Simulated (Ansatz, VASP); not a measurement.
# One calculation of SnH5, two programs

```
Sn H
1.0
     3.08123    0.00000    0.00000
    -1.54061    2.66842    0.00000
     0.00000    0.00000    8.00756
Sn H
1 5
Direct
  0.00000 0.00000 0.50000
  0.50000 0.00000 0.00000
  0.00000 0.50000 0.00000
  0.50000 0.50000 0.00000
  0.00000 0.00000 0.09067
  0.00000 0.00000 0.90933
```

Alike in both runs: task relaxation of cell and atoms; functional PBE; k mesh 6 × 6 × 2; occupations gaussian, width 0.1 eV; no spin polarisation.

```csv
,VASP,Ansatz
version,VASP 6.6.1,Ansatz 0.2.0
potentials or method,"VASP PAW PBE potentials, release 64 (Sn_d, H_h), cutoff 910 eV","scalar-relativistic, plane waves, PAW"
valence electrons in the cell,19,19
```

Ansatz gave:

| Item | Value |
| --- | --- |
| gap on the k mesh at the Fermi level, each at its own relaxed structure (eV) | none |
| relaxed volume (Å³/atom) | 10.77 |
| relaxed cell length with the largest relative difference (Å) | 8.683 |

Question: What did VASP give for the same quantities?

Answer: gap on the k mesh at the Fermi level, each at its own relaxed structure (eV): none; relaxed volume (Å³/atom): 7.44; relaxed cell length with the largest relative difference (Å): 5.267.

A gap of «none» marks a metal or a gap that the smearing closes. One of these differences is far larger than is usual between the two programs; its cause wasn't traced.

The k mesh is coarse, so the values compare programs but aren't converged. Noted on VASP's run: the volume moved by over 15 % at a fixed basis, so the end points are rough.
